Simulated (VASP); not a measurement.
A run of VASP 6.6.1:

Contents of POSCAR:

```
HfC
1.0
    0.0000000000      2.3250000000      2.3250000000
    2.3250000000      0.0000000000      2.3250000000
    2.3250000000      2.3250000000      0.0000000000
Hf C
1 1
Direct
    0.5215053763      0.5215053763      0.4784946237
    0.0000000000      0.0000000000      0.0000000000
```

Contents of INCAR.step1:

```
PREC = Accurate
ENCUT = 520
ISMEAR = -1
SIGMA = 0.1
LREAL = False
LASPH = True
NELM = 60
NBANDS = 14
GGA = PE
ALGO = Normal
EDIFF = 1E-4
LWAVE = True
LCHARG = False
```

INCAR.step2

```
PREC = Accurate
ENCUT = 520
EDIFF = 1E-6
ISMEAR = -1
SIGMA = 0.1
LREAL = False
LASPH = True
NELM = 60
ALGO = Normal
ISIF = 2
LWAVE = False
LCHARG = True
METAGGA = R2SCAN
LMIXTAU = True
LELF = True
LVHAR = True
NBANDS = 14
ISTART = 1
```

File KPOINTS:

```
Automatic mesh
0
Gamma
  12 12 12
```

Potentials or basis: VASP PAW PBE potentials, release 64 (Hf_pv, C).

The run is started by

```bash
$ cat potpaw_PBE.64/Hf_pv/POTCAR potpaw_PBE.64/C/POTCAR > POTCAR
$ cp INCAR.step1 INCAR
$ mpirun -np 1 vasp_std > vasp.out
$ cp INCAR.step2 INCAR
$ mpirun -np 1 vasp_std > vasp.out
```

Hardware: 1 thread of Intel(R) Xeon(R) Platinum 8488C (Sapphire Rapids) (shared host).

Question: Estimate the wall time of this run.

Answer: Run time: 120 s on 1 thread of Intel(R) Xeon(R) Platinum 8488C (Sapphire Rapids), on a shared host, peak memory 0.19 GiB. Counts: k points 163.
